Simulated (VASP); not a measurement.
# SnSe2 (C2/m) in VASP: further runs, part 2 of 2

VASP 6.6.1. Earlier steps stand in the parts before.

## (4) Single point, PBEsol (strain +0.0150 x Voigt [1, 0, 0, 0, 0, 0])

INCAR reads:

```
SYSTEM = SnSe2
PREC = Accurate
ENCUT = 520
EDIFF = 1E-7
ISMEAR = 0
SIGMA = 0.05
LREAL = .FALSE.
LASPH = .TRUE.
NELM = 100
ALGO = Normal
ISIF = 2
LWAVE = .FALSE.
LCHARG = .FALSE.
GGA = PS
NBANDS = 20
```

KPOINTS reads:

```
Automatic mesh
0
G
  12 12 6
  0 0 0
```

POSCAR reads:

```
SnSe2
1.0
    3.8762074164      0.0000000000      0.0000000000
   -1.9381037082      3.3072848206      0.0000000000
    0.0000000000      0.0000000000      6.1455711062
Sn Se
1 2
Direct
    0.0000000000      0.0000000000      0.0000000000
    0.3333333333      0.6666666667      0.2580716066
    0.6666666667      0.3333333333      0.7419283934
```

Potentials or basis: VASP PAW PBE potentials, release 64 (Sn_d, Se).

Launch:

```bash
> cat potpaw_PBE.64/Sn_d/POTCAR potpaw_PBE.64/Se/POTCAR > POTCAR
> mpirun -np 1 vasp_std > vasp.out
```

OUTCAR:

```text
SYSTEM = SnSe2
   PREC = Accurate
   ENCUT = 520
   EDIFF = 1E-7
   ISMEAR = 0
   LREAL = .FALSE.
   LASPH = .TRUE.
   NELM = 100
   ISIF = 2
   GGA = PS

 ion  position               nearest neighbor table
   1  0.000  0.000  0.000-   2 2.72   3 2.72   3 2.74   2 2.74   3 2.74   2 2.74
   2  0.333  0.667  0.258-   1 2.72   1 2.74   1 2.74
   3  0.667  0.333  0.742-   1 2.72   1 2.74   1 2.74

  Warning from LATTYP: Monoclinic adjustment (A1->A3, A2->A1, A3->A2)!
  LATTYP: Found a base centered orthorhombic cell.
 ALAT       =     3.8762074164
 B/A-ratio  =     1.7064539976
 C/A-ratio  =     1.5854598183

  Lattice vectors:

 A1 = (   1.9381037082,  -3.3072848206,   0.0000000000)
 A2 = (   1.9381037082,   3.3072848206,   0.0000000000)
 A3 = (   0.0000000000,   0.0000000000,   6.1455711062)

Analysis of symmetry for initial positions (statically):
=====================================================================
 Subroutine PRICEL returns:
 Original cell was already a primitive cell.

 Routine SETGRP: Setting up the symmetry group for a
 base centered orthorhombic supercell.

 Subroutine GETGRP returns: Found  4 space group operations
 (whereof  4 operations were pure point group operations)
 out of a pool of  8 trial point group operations.

The static configuration has the point symmetry C_2h.

Analysis of symmetry for dynamics (positions and initial velocities):
=====================================================================
 Subroutine PRICEL returns:
 Original cell was already a primitive cell.

 Routine SETGRP: Setting up the symmetry group for a
 base centered orthorhombic supercell.

 Subroutine GETGRP returns: Found  4 space group operations
 (whereof  4 operations were pure point group operations)
 out of a pool of  8 trial point group operations.

The dynamic configuration has the point symmetry C_2h.

 Subroutine INISYM returns: Found  4 space group operations
[... 111 lines left out ...]
   NUPDOWN=      -1.0000    fix difference up-down
   EMIN   =  10.00;   EMAX   =-10.00  energy-range for DOS
   EFERMI =   0.00;   METHOD = LEGACY
   ISMEAR =     0;   SIGMA  =   0.05  broadening in eV -4-tet -1-fermi 0-gaus
   EFERMI_NEDOS =   21; number of points for ismear=-14 and -15
   IALGO  =     38    algorithm
   IMIX   =      4    mixing-type and parameters
     AMIX     =   0.40;   BMIX     =  1.00
     AMIX_MAG =   1.60;   BMIX_MAG =  1.00
  volume/ion in A,a.u.               =      26.26       177.22
  Fermi-wavevector in a.u.,A,eV,Ry     =   1.131321  2.137886 17.413908  1.279886
  Thomas-Fermi vector in A             =   2.268019
   LORBIT       =      0    0 simple, 1 ext, 2 COOP (PROOUT), +10 PAW based schemes
   GGA     = PS    functional components
   LHFCALC =     F    Hartree Fock is set to
   AEXX    =    0.0000 exact exchange contribution
   IVDW    =     0    specifies the selected vdW correction
   LEPSILON=     F    determine dielectric tensor
   LRPA    =     F    only Hartree local field effects (RPA)
 non-spin polarized calculation
 Gauss-broadening in eV      SIGMA  =   0.05
  energy-cutoff  :      520.00
  volume of cell :       78.78
 maximum number of plane-waves:      2145
 NGX is ok and might be reduce to    30
   NGX = 15   NGY = 15   NGZ = 23

 number of electron      25.9999997 magnetization

 Free energy of the ion-electron system (eV)
  ---------------------------------------------------
  ext. energy  EPLUGINS =         0.00000000
  ---------------------------------------------------
  free energy    TOTEN  =       -12.97853333 eV

  energy without entropy =      -12.97853333  energy(sigma->0) =      -12.97853333

 E-fermi :   4.1440     XC(G=0):  -9.5925

 val. band max:        3.9571794115   @ k =  -0.1667   0.0833   0.0000
 cond. band min:       4.3302773807   @ k =   0.0000   0.4167   0.3333
 fundamental gap:      0.3730979692
 Fermi energy:         4.1440436323

 k-point     1 :       0.0000    0.0000    0.0000
  band No.  band energies     occupation
      1     -17.2666      2.00000
      2     -17.2617      2.00000
      3     -17.2303      2.00000
      4     -17.2202      2.00000
      5     -17.2167      2.00000
      6      -9.8749      2.00000
[... 541 lines left out ...]
     19      12.9816      0.00000
     20      13.9341      0.00000

 [... further k-points ...]
[... 5 lines left out ...]
  --------------------------------------------------------------------------------------
  -------------------------------------------------------------------------------------
  Total       -0.7669371     -0.2533288     -0.2629417      0.0000000      0.0294574      0.0000000
  in kB      -15.5965844     -5.1517440     -5.3472349      0.0000000      0.5990522      0.0000000
  external PRESSURE =      -8.6985211 kB  Pullay stress =       0.0000000 kB

 VOLUME and BASIS-vectors are now :
 -----------------------------------------------------------------------------
  energy-cutoff  :      520.00
  volume of cell :       78.78
      direct lattice vectors                 reciprocal lattice vectors
     3.876207416  0.000000000  0.000000000     0.257984131  0.151181415  0.000000000
    -1.938103708  3.307284821  0.000000000     0.000000000  0.302362831  0.000000000
     0.000000000  0.000000000  6.145571106     0.000000000  0.000000000  0.162718807

 POSITION                                       TOTAL-FORCE (eV/Angst)
 -----------------------------------------------------------------------------------
      0.00000      0.00000      0.00000         0.000000      0.000000     -0.000000
     -0.00000      2.20486      1.58600        -0.000000      0.010991     -0.058455
      1.93810      1.10243      4.55957         0.000000     -0.010991      0.058455
 -----------------------------------------------------------------------------------
    total drift:                                0.000000     -0.000000      0.000000

  FREE ENERGIE OF THE ION-ELECTRON SYSTEM (eV)
  ---------------------------------------------------
  free  energy   TOTEN  =       -12.9785333332 eV

  energy  without entropy=      -12.9785333330  energy(sigma->0) =      -12.97853333
```

stdout:

```text
POSCAR found type information on POSCAR SnSe
 POSCAR found :  2 types and       3 ions
 scaLAPACK will be used
 -----------------------------------------------------------------------------
|                                                                             |
|                                                                             |
|     You enforced a specific xc type in the INCAR file but a different       |
|     I HOPE YOU KNOW WHAT YOU ARE DOING!                                     |
|                                                                             |
 -----------------------------------------------------------------------------

 LDA part: xc-table for (Slater+PW92), standard interpolation
 POSCAR, INCAR and KPOINTS ok, starting setup
 FFT: planning ... GRIDC
 FFT: planning ... GRID_SOFT
 FFT: planning ... GRID
 WAVECAR not read
 entering main loop
```

It took 2.3 min on 1 thread of Intel Xeon 6975P-C (Granite Rapids), shared host; peak memory 0.48 GiB.

Results:

- Free energy: -12.9785 eV
- Pressure: -0.9 GPa
- Largest force: 0.059 eV/Å
- Band gap on the k mesh: 0.37 eV, indirect (least direct gap 0.83 eV)

Forces in eV/Å, atoms in the order of the input:
```
Sn   0.000  0.000  0.000
Se   0.000  0.011 -0.058
Se   0.000 -0.011  0.058
```

Caveat: the cell differs from its parent crystal (strain +0.0150 x Voigt [1, 0, 0, 0, 0, 0]); the PAW data sets were made with another functional, which shifts forces and pressure a little; spin-orbit coupling is left out, which moves the levels of the heavy elements; this functional lacks dispersion, which binds the layers, so the pressure and a relaxed spacing across them are unreliable. A k mesh can miss the band edges.

## (5) The runs side by side

```tsv
cell	gap on the mesh (eV)	pressure (GPa)	largest force (eV/Å)
a = 3.991, b = 3.863, c = 6.146 Å, angles 90.0, 90.0, 121.1°, 3 atoms	0.19	-2.5	0.20
a = 3.704, b = 3.791, c = 6.146 Å, angles 90.0, 90.0, 119.3°, 3 atoms	0.38	2.4	0.21
a = 3.876, b = 3.833, c = 6.146 Å, angles 90.0, 90.0, 120.4°, 3 atoms	0.37	-0.9	0.06
```

Alike in all rows: task single point; level PBEsol; potentials or basis VASP PAW PBE potentials, release 64 (Sn_d, Se); no spin polarisation; k mesh 12 × 12 × 6; cutoff (eV) 520; smearing gaussian 0.05 eV.

Caveats: the PAW data sets were made with another functional, which shifts forces and pressure a little; spin-orbit coupling is left out, which moves the levels of the heavy elements; this functional lacks dispersion, which binds the layers, so the pressure and a relaxed spacing across them are unreliable.

Total energies depend on the potentials used, so only differences within one code and one set of settings carry meaning.
